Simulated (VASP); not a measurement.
Wanted: the native input for a VASP 6.6.1 run.

| Item | Value |
| --- | --- |
| Task | single point |
| Functional | LDA |
| Potentials or basis | VASP PAW LDA potentials, release 64 (Mo_sv, S) |
| Cutoff | 520 eV |
| k mesh | 8 × 8 × 2 |
| Occupations | gaussian, width 0.01 eV |
| Spin | no spin polarisation |
| Dipole correction | no |
| Further INCAR settings | ALGO = Normal; EDIFF = 1e-06; NBANDS = 35 |

The structure of MoS2 lies in POSCAR:

```
MoS2
1.0
    3.1221912629      0.0000000000      0.0000000000
   -1.5610956314      2.7038969491      0.0000000000
    0.0000000000      0.0000000000     12.0749351227
Mo S
2 4
Direct
    0.3333333333      0.6666666667      0.2500000000
    0.6666666667      0.3333333333      0.7500000000
    0.3333333333      0.6666666667      0.6212830816
    0.6666666667      0.3333333333      0.1212830816
    0.3333333333      0.6666666667      0.8787169184
    0.6666666667      0.3333333333      0.3787169184
```

The input as run:

INCAR

```
  ALGO = Normal
  EDIFF = 1E-6
  ENCUT = 520
  GGA = CA
  ISIF = 2
  ISMEAR = 0
  LASPH = T
  LCHARG = F
  LREAL = F
  LWAVE = F
  NBANDS = 35
  NELM = 80
  PREC = Accurate
  SIGMA = 0.01
```

KPOINTS

```
k-points
0
Gamma
  8 8 2
```

Potentials or basis: VASP PAW LDA potentials, release 64 (Mo_sv, S).

Command:

```console
$ cat potpaw_LDA.64/Mo_sv/POTCAR potpaw_LDA.64/S/POTCAR > POTCAR
$ mpirun -np 1 vasp_std > vasp.out
```

Results of the run:

```json
{
  "Pressure": "0.1 GPa",
  "Largest force": "0.014 eV/Å",
  "Band gap on the k mesh": "0.84 eV (least direct gap 2.05 eV)"
}
```

It took 73 s on 1 thread of AMD EPYC 7R43 64-Core Processor (Zen 3), on a shared host, peak memory 0.17 GiB.
